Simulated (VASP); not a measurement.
## Mg5ZrN2: single point with PBE

The system is Mg5ZrN2.

```
CELL_PARAMETERS angstrom
3.19334 0.00000 0.00000
-1.59667 2.76551 0.00000
0.00000 0.00000 15.53780
ATOMIC_POSITIONS crystal
Mg 0.66667 0.33333 0.16133
Mg 0.66667 0.33333 0.83867
Mg 0.00000 0.00000 0.66494
Mg 0.66667 0.33333 0.50000
Mg 0.00000 0.00000 0.33506
Zr 0.00000 0.00000 0.00000
N 0.33333 0.66667 0.08875
N 0.33333 0.66667 0.91125
```

```json
{"Program": "VASP 6.6.1", "Task": "single point", "Functional": "PBE", "Potentials or basis": "VASP PAW PBE potentials, release 64 (Mg, Zr_sv, N)", "Cutoff": "520 eV", "k mesh": "6 × 6 × 2", "Occupations": "gaussian, width 0.2 eV", "Spin": "no spin polarisation", "Dipole correction": "no", "Further INCAR settings": "ALGO = Normal; EDIFF = 1e-07; NBANDS = 26"}
```

- Pressure: -0.1 GPa
- Largest force: 0.054 eV/Å
- Band gap on the k mesh: zero (band 16 reaches 4.67 eV, above the bottom of band 17 at 4.31 eV)

Forces on the atoms (eV/Å):
```
Mg   0.000  0.000 -0.034
Mg   0.000  0.000  0.034
Mg   0.000  0.000  0.054
Mg   0.000  0.000  0.000
Mg   0.000  0.000 -0.054
Zr   0.000  0.000  0.000
N    0.000  0.000  0.037
N    0.000  0.000 -0.037
```

Stress tensor (GPa, compression positive):
```
-0.67  0.00  0.00
 0.00 -0.67  0.00
 0.00  0.00  0.92
```

Levels at points of the mesh, in eV from the Fermi level:
```tsv
k point	band 13	band 14	band 15	band 16	band 17	band 18	band 19	band 20
(0.00, 0.00, 0.00)	-3.00	-2.20	-2.20	-1.17	-0.06	2.02	3.06	3.22
(0.50, 0.00, 0.00)	-1.95	-1.91	-1.16	-0.72	-0.25	0.29	0.79	1.45
(0.00, 0.00, 0.50)	-2.43	-2.33	-2.20	-2.20	0.94	1.44	2.56	3.26
(0.50, 0.00, 0.50)	-1.92	-1.83	-1.33	-0.71	-0.02	0.10	0.75	1.72
```

Run time: 32 s on 1 thread of Intel(R) Xeon(R) 6975P-C (Granite Rapids), on a shared host, peak memory 0.27 GiB.

Caveat: the k points lie up to 0.38 Å⁻¹ apart.
